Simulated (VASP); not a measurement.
# Ti5C: single point with PBE

Ti5C:

```xyz
6
Lattice="4.4555 0.0000 0.0000 -2.2277 3.8585 0.0000 0.0000 0.0000 5.8199" Properties=species:S:1:pos:R:3 pbc="T T T"
Ti    0.0000    2.5724    1.5230
Ti    2.2277    1.2862    1.5230
Ti    2.2277    0.0000    4.6132
Ti   -1.1139    1.9293    4.6132
Ti    1.1139    1.9293    4.6132
C     0.0000    0.0000    3.1902
```

The cell was built from a structure type or drawn by symmetry, and may not be a known phase.

```
Program                : VASP 6.6.1
Task                   : single point
Functional             : PBE
Potentials or basis    : VASP PAW PBE potentials, release 64 (Ti_sv, C)
Cutoff                 : 520 eV
k mesh                 : 6 × 6 × 4
Occupations            : gaussian, width 0.1 eV
Spin                   : no spin polarisation
Dipole correction      : no
Further INCAR settings : ALGO = Normal; EDIFF = 1e-07; NBANDS = 41
```

The pressure is 2.6 GPa. The largest force is 1.524 eV/Å and the band gap on the k mesh is zero (bands 32 and 33 overlap by 0.23 eV).

Forces on the atoms (eV/Å):
```
Ti   0.000  0.000  0.960
Ti   0.000  0.000  0.960
Ti   0.000  0.000 -1.148
Ti   0.000  0.000 -1.148
Ti   0.000  0.000 -1.148
C    0.000  0.000  1.524
```

Stress tensor (GPa, compression positive):
```
 13.04   0.00   0.00
  0.00  13.04   0.00
  0.00   0.00 -18.27
```

Levels at points of the mesh, in eV from the Fermi level:
```
           k point  band 28  band 29  band 30  band 31  band 32  band 33  band 34  band 35  band 36  band 37
(0.00, 0.00, 0.00)    -1.41    -1.41    -0.96     0.13     0.13     0.16     0.16     0.51     0.51     1.63
(0.50, 0.00, 0.00)    -1.26    -1.03    -0.66    -0.19     0.00     0.19     0.33     1.26     1.32     1.69
(0.00, 0.00, 0.50)    -1.45    -1.45    -0.45    -0.26    -0.26     0.32     0.74     0.74     1.04     1.04
(0.50, 0.00, 0.50)    -1.30    -0.73    -0.38    -0.34    -0.10    -0.03     0.55     1.45     1.64     1.67
```

Wall time 91 s on 1 thread of AMD EPYC 9R45 96-Core Processor (Zen 5), with other jobs on the host, peak memory 0.22 GiB.

Caveat: forces of over 1 eV/Å act on the atoms, so gaps and moduli don't describe the material at rest.
